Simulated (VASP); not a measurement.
A run of VASP 6.6.1 is set up as follows.

File INCAR:

```
SYSTEM = C
PREC = Accurate
ENCUT = 600
EDIFF = 1E-6
ISMEAR = 0
SIGMA = 0.02
LREAL = .False.
LASPH = .True.
NELM = 120
ALGO = Normal
ISIF = 2
LWAVE = .False.
LCHARG = .True.
LELF = .True.
LVHAR = .True.
NBANDS = 11
GGA_COMPAT = .False.
```

Contents of KPOINTS:

```
Automatic mesh
0
Gamma
  12 12 12
  0 0 0
```

The input POSCAR:

```
C
1.0
    0.0000000000      1.7657234640      1.7657234640
    1.7657234640      0.0000000000      1.7657234640
    1.7657234640      1.7657234640      0.0000000000
C
2
Direct
    0.0000000000      0.0000000000      0.0000000000
    0.2500000000      0.2500000000      0.2500000000
```

Potentials or basis: VASP PAW LDA potentials, release 64 (C).

Launch:

```sh
$ cat potpaw_LDA.64/C/POTCAR > POTCAR
$ mpirun -np 1 vasp_std > vasp.out
```

Q: Predict the band gap on the k mesh.

A: 4.20 eV, indirect (least direct gap 5.63 eV).

Q: Estimate the pressure.

A: 0.9 GPa.

A k mesh can miss the band edges. As with any semilocal functional, this LDA gap is likely too small.
